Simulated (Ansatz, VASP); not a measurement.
## GeSb2Te4 in VASP and in Ansatz

The input INCAR:

```
SYSTEM = GeSb2Te4
PREC     = Accurate       ! precision mode
ENCUT    = 520            ! plane-wave cutoff, eV
EDIFF    = 1E-6           ! SCF threshold, eV
ISMEAR   = 0              ! smearing method
SIGMA    = 0.15           ! smearing width, eV
LREAL    = .False.        ! projectors in reciprocal space
LASPH    = .True.         ! aspherical terms in the spheres
NELM     = 80             ! most SCF steps
ALGO     = Normal         ! electronic algorithm
ISIF     = 2              ! what is computed and relaxed
LWAVE    = .False.        ! write WAVECAR
LCHARG   = .True.         ! write CHGCAR
GGA      = PE             ! functional
LELF     = .True.         ! ELF
LVHAR    = .True.       
NBANDS   = 33             ! bands
```

Contents of KPOINTS:

```
Automatic mesh
0
Gamma
  10 10 10
  0 0 0
```

Contents of POSCAR:

```
GeSb2Te4
1.0
   -3.0583613243      3.0583613243      6.0658885736
    3.0583613243     -3.0583613243      6.0658885736
    3.0583613243      3.0583613243     -6.0658885736
Ge Sb Te
1 2 4
Direct
    0.0000000000      0.0000000000      0.0000000000
    0.5000000000      0.5000000000      0.0000000000
    0.2500000000      0.7500000000      0.5000000000
    0.5034776084      0.0034776084      0.5000000000
    0.2461633354      0.2461633354      0.0000000000
    0.9965223916      0.4965223916      0.5000000000
    0.7538366646      0.7538366646      0.0000000000
```

Input for Ansatz:

```yaml
crystal:
  lattice:
    - [-3.0583613243, 3.0583613243, 6.0658885736]
    - [3.0583613243, -3.0583613243, 6.0658885736]
    - [3.0583613243, 3.0583613243, -6.0658885736]
  atoms:
    - { symbol: Ge, position: [0.0, 0.0, 0.0] }
    - { symbol: Sb, position: [0.5, 0.5, 0.0] }
    - { symbol: Sb, position: [0.25, 0.75, 0.5] }
    - { symbol: Te, position: [0.5034776084, 0.0034776084, 0.5] }
    - { symbol: Te, position: [0.2461633354, 0.2461633354, 0.0] }
    - { symbol: Te, position: [0.9965223916, 0.4965223916, 0.5] }
    - { symbol: Te, position: [0.7538366646, 0.7538366646, 0.0] }
basis:
  ecutwfc: 420
kpoints:
  mp_grid: { grid: [10, 10, 10] }
hamiltonian:
  xc: pbe
scf:
  occupations: { method: gaussian, width: 0.15 }
output:
  forces: true
  stress: true
  eigenvalues: true
```

Alike in both runs: task single point; functional PBE; k mesh 10 × 10 × 10; occupations gaussian, width 0.15 eV; no spin polarisation.

|  | VASP | Ansatz |
| --- | --- | --- |
| version | VASP 6.6.1 | Ansatz 0.2.0 |
| potentials or method | VASP PAW PBE potentials, release 64 (Ge_d, Sb, Te), cutoff 520 eV | scalar-relativistic, plane waves, PAW |
| valence electrons in the cell | 48 | 108 |

```csv
,VASP,Ansatz,Ansatz less VASP
gap on the k mesh at the Fermi level (eV),none,none,-
pressure (GPa),0.0,0.0,+0.03
rms of the force components (eV/Å),0.002,0.003,+0.0007
```

Atom by atom the forces differ by 0.001 eV/Å (rms over components). A gap of «none» marks a metal or a gap that the smearing closes. VASP's potentials hold 48 valence electrons a cell and Ansatz's 108, so a difference there can come from the potentials and not from the codes.

Spin-orbit coupling is off throughout.
